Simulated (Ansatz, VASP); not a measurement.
**TiN: VASP beside Ansatz**

The input INCAR:

```
PREC = Accurate ; ENCUT = 520
EDIFF = 1E-7 ; ISMEAR = -1
SIGMA = 0.05 ; LREAL = F
LASPH = T ; NELM = 80
ALGO = Normal ; ISIF = 2
LWAVE = F ; LCHARG = T
GGA = PE ; LELF = T
LVHAR = T ; NBANDS = 16
```

Contents of KPOINTS:

```
Automatic mesh
0
Gamma
  13 13 13
```

Contents of POSCAR:

```
TiN
1.0
    0.0000000000      2.0933208087      2.0933208087
    2.0933208087      0.0000000000      2.0933208087
    2.0933208087      2.0933208087      0.0000000000
Ti N
1 1
Direct
    0.0000000000      0.0000000000      0.0000000000
    0.5000000000      0.5000000000      0.5000000000
```

Input for Ansatz:

```yaml
crystal:
  lattice:
    - [0.0, 2.0933208087, 2.0933208087]
    - [2.0933208087, 0.0, 2.0933208087]
    - [2.0933208087, 2.0933208087, 0.0]
  atoms:
    - { symbol: Ti, position: [0.0, 0.0, 0.0] }
    - { symbol: "N", position: [0.5, 0.5, 0.5] }
kpoints:
  mp_grid: { grid: [13, 13, 13] }
  band_path:
    path:
      - [0.0, 0.0, 0.0]
      - [0.5, 0.0, 0.5]
      - [0.625, 0.25, 0.625]
      - [0.375, 0.375, 0.75]
      - [0.0, 0.0, 0.0]
      - [0.5, 0.5, 0.5]
      - [0.5, 0.25, 0.75]
      - [0.5, 0.0, 0.5]
    npoints: 5
scf:
  occupations: { method: fermi_dirac, width: 0.05 }
hamiltonian:
  xc: pbe
  pseudopotentials: { kind: all_electron, lapw: { basis_error: 0.0005 } }
output:
  forces: true
  stress: true
  eigenvalues: true
```

Change from the starting cell: volume scaled by 0.96.

Alike in both runs: task single point; functional PBE; k mesh 13 × 13 × 13; occupations fermi-dirac, width 0.05 eV; no spin polarisation.

|  | VASP | Ansatz |
| --- | --- | --- |
| version | VASP 6.6.1 | Ansatz 0.2.0 |
| potentials or method | VASP PAW PBE potentials, release 64 (Ti_sv, N), cutoff 520 eV | all-electron LAPW, scalar-relativistic |

```csv
,VASP,Ansatz,Ansatz less VASP
pressure (GPa),13.5,13.0,-0.48
```

Ansatz ran all-electron here, and VASP with PAW potentials.
